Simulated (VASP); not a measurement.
Here is a VASP 6.6.1 calculation.

The input INCAR:

```
SYSTEM = GaP
  PREC = Accurate
  ENCUT = 520
  EDIFF = 1E-6
  ISMEAR = 0
  SIGMA = 0.05
  LREAL = .False.
  LASPH = .True.
  NELM = 150
  ALGO = Normal
  ISIF = 2
  LWAVE = .False.
  LCHARG = .False.
  ISPIN = 2
  MAGMOM = 0.3 0.3 0.3 0.3 0.3 0.3 0.3 0.3
  LORBIT = 11
  GGA = PE
  NBANDS = 50
```

File KPOINTS:

```
regular mesh
0
Gamma
  1 1 4
  0 0 0
```

The input POSCAR:

```
GaP
1.0
   11.2000000000      0.0000000000      0.0000000000
    0.0000000000     13.2000000000      0.0000000000
    0.0000000000      0.0000000000      7.9818919652
Ga P
4 4
Direct
    0.4808970455      0.5000000000     -0.0296668232
    0.4460335294      0.5000000000      0.3517407688
    0.5703880131      0.6134442028      0.6289777620
    0.5703880131      0.3865557972      0.6289777620
    0.4784630108      0.3295676200      0.4116707627
    0.4784630108      0.6704323800      0.4116707627
    0.3191830347      0.5000000000      0.1124076162
    0.6561843426      0.5000000000      0.8175547221
```

Potentials or basis: VASP PAW PBE potentials, release 64 (Ga_d, P).

Launch:

```console
$ cat potpaw_PBE.64/Ga_d/POTCAR potpaw_PBE.64/P/POTCAR > POTCAR
$ mpirun -np 1 vasp_std > vasp.out
```

(1) What does it give for the band gap on the k mesh?

(2) Predict the net moment.

Answers

(1) 1.34 eV.

(2) 0.00 μB per cell.
